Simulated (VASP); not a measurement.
# BaSr3 (Fm-3m) in VASP: notebook

Runs on BaSr3. Level: LDA. Tasks: single point.

Program: VASP 6.6.1. These are calculated values, not measurements. Logs are shortened: lines on timing, memory, paths and dates and some standing lists are left out, and cuts for length are marked.

## Step 1: The cell of the first run

The structure is cubic, space group Fm-3m (No. 225). The conventional cell has a = 9.750 Å, b = 9.750 Å, c = 9.750 Å, α = 90.00°, β = 90.00°, γ = 90.00°. Ba (site symmetry m-3m) has 14 Sr at 4.22 to 4.88 Å within 5.5 Å. Within 5.5 Å of Sr (site symmetry -43m) lie 4 Ba at 4.22 Å and 10 Sr at 4.22 to 4.88 Å. Sr (site symmetry m-3m) has 8 Sr at 4.22 Å and 6 Ba at 4.88 Å within 5.5 Å.

## Step 2: Single point, LDA

Contents of INCAR:

```
ALGO = Normal ; EDIFF = 1E-7
ENCUT = 520 ; ISIF = 2
ISMEAR = 0 ; LASPH = T
LCHARG = F ; LREAL = F
LWAVE = F ; NBANDS = 28
NELM = 80 ; PREC = Accurate
SIGMA = 0.01
```

Contents of KPOINTS:

```
k-points
0
Gamma
  2 2 2
```

Contents of POSCAR:

```
BaSr3
1.0
    0.0000000000      4.8750287800      4.8750287800
    4.8750287800      0.0000000000      4.8750287800
    4.8750287800      4.8750287800      0.0000000000
Ba Sr
1 3
Direct
    0.0000000000      0.0000000000      0.0000000000
    0.2500000000      0.2500000000      0.2500000000
    0.7500000000      0.7500000000      0.7500000000
    0.5000000000      0.5000000000      0.5000000000
```

Potentials or basis: VASP PAW LDA potentials, release 64 (Ba_sv, Sr_sv).

Command:

```console
cat potpaw_LDA.64/Ba_sv/POTCAR potpaw_LDA.64/Sr_sv/POTCAR > POTCAR
mpirun -np 1 vasp_std > vasp.out
```

OUTCAR:

```text
EDIFF = 1E-7
   ENCUT = 520
   ISIF = 2
   ISMEAR = 0
   LASPH = T
   LREAL = F
   NELM = 80
   PREC = Accurate

 ion  position               nearest neighbor table
   1  0.000  0.000  0.000-   3 4.22   3 4.22   3 4.22   2 4.22   3 4.22   2 4.22   2 4.22   2 4.22
                             4 4.88   4 4.88   4 4.88   4 4.88   4 4.88   4 4.88
   2  0.250  0.250  0.250-   1 4.22   1 4.22   1 4.22   1 4.22   4 4.22   4 4.22   4 4.22   4 4.22
                             3 4.88   3 4.88   3 4.88   3 4.88   3 4.88   3 4.88
   3  0.750  0.750  0.750-   4 4.22   4 4.22   4 4.22   1 4.22   4 4.22   1 4.22   1 4.22   1 4.22
                             2 4.88   2 4.88   2 4.88   2 4.88   2 4.88   2 4.88
   4  0.500  0.500  0.500-   2 4.22   2 4.22   2 4.22   2 4.22   3 4.22   3 4.22   3 4.22   3 4.22
                             1 4.88   1 4.88   1 4.88   1 4.88   1 4.88   1 4.88

  LATTYP: Found a face centered cubic cell.
 ALAT       =     9.7500575600

  Lattice vectors:

 A1 = (   0.0000000000,   4.8750287800,   4.8750287800)
 A2 = (   4.8750287800,   0.0000000000,   4.8750287800)
 A3 = (   4.8750287800,   4.8750287800,   0.0000000000)

Analysis of symmetry for initial positions (statically):
=====================================================================
 Subroutine PRICEL returns:
 Original cell was already a primitive cell.

 Routine SETGRP: Setting up the symmetry group for a
 face centered cubic supercell.

 Subroutine GETGRP returns: Found 48 space group operations
 (whereof 48 operations were pure point group operations)
 out of a pool of 48 trial point group operations.

The static configuration has the point symmetry O_h .

Analysis of symmetry for dynamics (positions and initial velocities):
=====================================================================
 Subroutine PRICEL returns:
 Original cell was already a primitive cell.

 Routine SETGRP: Setting up the symmetry group for a
 face centered cubic supercell.

 Subroutine GETGRP returns: Found 48 space group operations
 (whereof 48 operations were pure point group operations)
 out of a pool of 48 trial point group operations.

The dynamic configuration has the point symmetry O_h .

 Subroutine INISYM returns: Found 48 space group operations
 (whereof 48 operations are pure point group operations),
 and found     1 'primitive' translations

----------------------------------------------------------------------------------------

                                     Primitive cell

  volume of cell :     231.7189

  direct lattice vectors                    reciprocal lattice vectors
     0.000000000  4.875028780  4.875028780    -0.102563497  0.102563497  0.102563497
     4.875028780  0.000000000  4.875028780     0.102563497 -0.102563497  0.102563497
     4.875028780  4.875028780  0.000000000     0.102563497  0.102563497 -0.102563497

  length of vectors
     6.894331818  6.894331818  6.894331818     0.177645188  0.177645188  0.177645188

  position of ions in fractional coordinates (direct lattice)
     0.000000000  0.000000000  0.000000000
     0.250000000  0.250000000  0.250000000
     0.750000000  0.750000000  0.750000000
     0.500000000  0.500000000  0.500000000

  ion indices of the primitive-cell ions
   primitive index   ion index
                 1           1
                 2           2
                 3           3
                 4           4

----------------------------------------------------------------------------------------

 KPOINTS: k-points

Automatic generation of k-mesh.
 Grid dimensions read from file:
 generate k-points for:    2    2    2

 Generating k-lattice:

  Cartesian coordinates                     Fractional coordinates (reciprocal lattice)
    -0.051281749  0.051281749  0.051281749     0.500000000  0.000000000  0.000000000
     0.051281749 -0.051281749  0.051281749     0.000000000  0.500000000  0.000000000
     0.051281749  0.051281749 -0.051281749     0.000000000  0.000000000  0.500000000

  Length of vectors
     0.088822594  0.088822594  0.088822594

  Shift w.r.t. Gamma in fractional coordinates (k-lattice)
     0.000000000  0.000000000  0.000000000

 Subroutine IBZKPT returns following result:
 ===========================================

 Found      3 irreducible k-points:

 Following reciprocal coordinates:
            Coordinates               Weight
  0.000000  0.000000  0.000000      1.000000
  0.500000  0.000000  0.000000      4.000000
  0.500000  0.500000  0.000000      3.000000
   k-points           NKPTS =      3   k-points in BZ     NKDIM =      3   number of bands    NBANDS=     28
   number of dos      NEDOS =    301   number of ions     NIONS =      4
   total plane-waves  NPLWV = 157464
   dimension x,y,z NGX =    54 NGY =   54 NGZ =   54
   dimension x,y,z NGXF=   108 NGYF=  108 NGZF=  108
   ions per type =               1   3
   NGX,Y,Z   is equivalent  to a cutoff of  13.02, 13.02, 13.02 a.u.
   NGXF,Y,Z  is equivalent  to a cutoff of  26.04, 26.04, 26.04 a.u.
 SYSTEM =  unknown system
   PREC   = accura    normal or accurate (medium, high low for compatibility)
   ISTART =      0    job   : 0-new  1-cont  2-samecut
   ICHARG =      2    charge: 1-file 2-atom 10-const
   ISPIN  =      1    spin polarized calculation?
   LNONCOLLINEAR =      F non collinear calculations
   LSORBIT =      F    spin-orbit coupling
   LASPH  =      T    aspherical Exc in radial PAW
   ENCUT  =  520.0 eV  38.22 Ry    6.18 a.u.  12.82 12.82 12.82*2*pi/ulx,y,z
   NELM   =     80;   NELMIN=  2; NELMDL= -5     # of ELM steps
   EDIFF  = 0.1E-06   stopping-criterion for ELM
   LREAL  =      F    real-space projection
   EDIFFG = 0.1E-05   stopping-criterion for IOM
   NSW    =      0    number of steps for IOM
   IBRION =     -1    ionic relax: 0-MD 1-quasi-New 2-CG
   NFREE  =      0    steps in history (QN), initial steepest desc. (CG)
   ISIF   =      2    stress and relaxation
   ISYM   =      2    0-nonsym 1-usesym 2-fastsym
   POTIM  = 0.5000    time-step for ionic-motion
   TEBEG  =    0.0;   TEEND  =   0.0 temperature during run
   PSTRESS=    0.0 pullay stress
   NELECT =      40.0000    total number of electrons
   NUPDOWN=      -1.0000    fix difference up-down
   EMIN   =  10.00;   EMAX   =-10.00  energy-range for DOS
   EFERMI =   0.00;   METHOD = LEGACY
   ISMEAR =     0;   SIGMA  =   0.01  broadening in eV -4-tet -1-fermi 0-gaus
   EFERMI_NEDOS =   21; number of points for ismear=-14 and -15
   IALGO  =     38    algorithm
   IMIX   =      4    mixing-type and parameters
     AMIX     =   0.40;   BMIX     =  1.00
     AMIX_MAG =   1.60;   BMIX_MAG =  1.00
  volume/ion in A,a.u.               =      57.93       390.93
  Fermi-wavevector in a.u.,A,eV,Ry     =   0.911537  1.722555 11.305077  0.830900
  Thomas-Fermi vector in A             =   2.035828
   LORBIT       =      0    0 simple, 1 ext, 2 COOP (PROOUT), +10 PAW based schemes
   GGA     = CA    functional components
   LHFCALC =     F    Hartree Fock is set to
   AEXX    =    0.0000 exact exchange contribution
   IVDW    =     0    specifies the selected vdW correction
   LEPSILON=     F    determine dielectric tensor
   LRPA    =     F    only Hartree local field effects (RPA)
 non-spin polarized calculation
 Gauss-broadening in eV      SIGMA  =   0.01
  energy-cutoff  :      520.00
  volume of cell :      231.72
 maximum number of plane-waves:      6231
 NGX is ok and might be reduce to    54
   NGX = 25   NGY = 25   NGZ = 25

 number of electron      39.9999999 magnetization

 Free energy of the ion-electron system (eV)
  ---------------------------------------------------
  ext. energy  EPLUGINS =         0.00000000
  ---------------------------------------------------
  free energy    TOTEN  =        -7.46494798 eV

  energy without entropy =       -7.46301970  energy(sigma->0) =       -7.46398384

 E-fermi :   1.5310     XC(G=0):  -7.5181

 val. band max:        1.3835529166   @ k =   0.5000   0.0000   0.0000
 cond. band min:       1.5340603193   @ k =   0.0000   0.0000   0.0000
 fundamental gap:      0.1505074027
 Fermi energy:         1.5310146185

 k-point     1 :       0.0000    0.0000    0.0000
  band No.  band energies     occupation
      1     -35.2680      2.00000
      2     -35.1607      2.00000
      3     -35.1592      2.00000
      4     -27.2181      2.00000
      5     -17.3514      2.00000
      6     -17.3514      2.00000
      7     -17.3514      2.00000
      8     -17.2484      2.00000
      9     -17.2484      2.00000
     10     -17.2484      2.00000
     11     -17.2126      2.00000
     12     -17.2126      2.00000
     13     -17.2126      2.00000
     14     -12.4379      2.00000
     15     -12.4379      2.00000
     16     -12.4379      2.00000
     17      -2.0385      2.00000
     18       1.1329      2.00000
     19       1.1329      2.00000
     20       1.5341      0.66667
     21       1.5341      0.66667
     22       1.5341      0.66667
     23       1.9638      0.00000
     24       1.9638      0.00000
     25       1.9638      0.00000
     26       3.4901      0.00000
     27       3.4901      0.00000
     28       3.4901      0.00000

 k-point     2 :       0.5000    0.0000    0.0000
  band No.  band energies     occupation
      1     -35.2676      2.00000
      2     -35.1602      2.00000
      3     -35.1601      2.00000
      4     -27.2181      2.00000
      5     -17.3584      2.00000
      6     -17.3584      2.00000
      7     -17.3500      2.00000
      8     -17.2387      2.00000
      9     -17.2387      2.00000
     10     -17.2386      2.00000
     11     -17.2244      2.00000
     12     -17.2155      2.00000
     13     -17.2155      2.00000
     14     -12.4425      2.00000
     15     -12.4376      2.00000
     16     -12.4376      2.00000
     17      -0.6452      2.00000
     18      -0.5501      2.00000
     19       1.3836      2.00000
     20       1.3836      2.00000
     21       1.7686      0.00000
     22       1.7686      0.00000
     23       1.8258      0.00000
     24       1.9500      0.00000
     25       2.3263      0.00000
     26       2.3263      0.00000
     27       2.5705      0.00000
     28       2.5705      0.00000

 k-point     3 :       0.5000    0.5000    0.0000
  band No.  band energies     occupation
      1     -35.2675      2.00000
      2     -35.1606      2.00000
      3     -35.1599      2.00000
      4     -27.2182      2.00000
      5     -17.3677      2.00000
      6     -17.3677      2.00000
      7     -17.3372      2.00000
      8     -17.2529      2.00000
      9     -17.2248      2.00000
     10     -17.2248      2.00000
     11     -17.2224      2.00000
     12     -17.2206      2.00000
     13     -17.2206      2.00000
     14     -12.4441      2.00000
     15     -12.4367      2.00000
     16     -12.4367      2.00000
     17      -0.2689      2.00000
     18      -0.1613      2.00000
     19       0.2242      2.00000
     20       0.6453      2.00000
     21       1.8650      0.00000
     22       1.8650      0.00000
     23       2.3693      0.00000
     24       2.3693      0.00000
     25       2.3797      0.00000
     26       2.5316      0.00000
     27       3.2497      0.00000
     28       3.2497      0.00000

------------------------ aborting loop because EDIFF is reached ----------------------------------------

  FORCE on cell =-STRESS in cart. coord.  units (eV):
  Direction    XX          YY          ZZ          XY          YZ          ZX
  --------------------------------------------------------------------------------------
  -------------------------------------------------------------------------------------
  Total       -3.2818390     -3.2818390     -3.2818390      0.0000000      0.0000000     -0.0000000
  in kB      -22.6916618    -22.6916618    -22.6916618      0.0000000      0.0000000     -0.0000000
  external PRESSURE =     -22.6916618 kB  Pullay stress =       0.0000000 kB

 VOLUME and BASIS-vectors are now :
 -----------------------------------------------------------------------------
  energy-cutoff  :      520.00
  volume of cell :      231.72
      direct lattice vectors                 reciprocal lattice vectors
     0.000000000  4.875028780  4.875028780    -0.102563497  0.102563497  0.102563497
     4.875028780  0.000000000  4.875028780     0.102563497 -0.102563497  0.102563497
     4.875028780  4.875028780  0.000000000     0.102563497  0.102563497 -0.102563497

 POSITION                                       TOTAL-FORCE (eV/Angst)
 -----------------------------------------------------------------------------------
      0.00000      0.00000      0.00000        -0.000000      0.000000      0.000000
      2.43751      2.43751      2.43751        -0.000000     -0.000000      0.000000
      7.31254      7.31254      7.31254         0.000000      0.000000     -0.000000
      4.87503      4.87503      4.87503        -0.000000      0.000000      0.000000
 -----------------------------------------------------------------------------------
    total drift:                                0.000000      0.000000     -0.000000

  FREE ENERGIE OF THE ION-ELECTRON SYSTEM (eV)
  ---------------------------------------------------
  free  energy   TOTEN  =        -7.4649479791 eV

  energy  without entropy=       -7.4630197001  energy(sigma->0) =       -7.46398384
```

It took 17 s on 1 thread of Intel Xeon 6975P-C (Granite Rapids), shared host; peak memory 0.29 GiB.

Results:

- Free energy: -7.4649 eV
- Pressure: -2.3 GPa
- Band gap on the k mesh: zero (filled and empty bands touch)

Caveat: the k points lie up to 0.56 Å⁻¹ apart; spin-orbit coupling is left out, which moves the levels of the heavy elements.

## Step 3: Single point, LDA

Contents of INCAR:

```
PREC = Accurate
ENCUT = 520
EDIFF = 1E-6
ISMEAR = 0
SIGMA = 0.01
LREAL = False
LASPH = True
NELM = 80
ALGO = Normal
ISIF = 2
LWAVE = False
LCHARG = True
GGA = CA
LELF = True
LVHAR = True
NBANDS = 28
```

Contents of KPOINTS:

```
Automatic mesh
0
Gamma
  4 4 4
```

POSCAR is that of step 2.

Potentials or basis: VASP PAW LDA potentials, release 64 (Ba_sv, Sr_sv).

Command:

```console
cat potpaw_LDA.64/Ba_sv/POTCAR potpaw_LDA.64/Sr_sv/POTCAR > POTCAR
mpirun -np 1 vasp_std > vasp.out
```

It took 38 s on 1 thread of Intel Xeon 6975P-C (Granite Rapids), shared host; peak memory 0.31 GiB.

It converged, with:

- Free energy: -7.7405 eV
- Pressure: -1.7 GPa
- Band gap on the k mesh: zero (band 20 reaches 1.52 eV, above the bottom of band 21 at 1.38 eV)

Levels at points of the mesh, in eV from the Fermi level:
| k point | band 18 | band 19 | band 20 | band 21 | band 22 | band 23 |
| --- | --- | --- | --- | --- | --- | --- |
| (0.00, 0.00, 0.00) | -0.25 | -0.25 | 0.14 | 0.14 | 0.14 | 0.60 |
| (0.50, 0.00, 0.00) | -1.94 | -0.01 | -0.01 | 0.41 | 0.41 | 0.49 |
| (0.50, 0.50, 0.00) | -1.53 | -1.16 | -0.75 | 0.49 | 0.49 | 0.97 |

Caveat: spin-orbit coupling is left out, which moves the levels of the heavy elements.
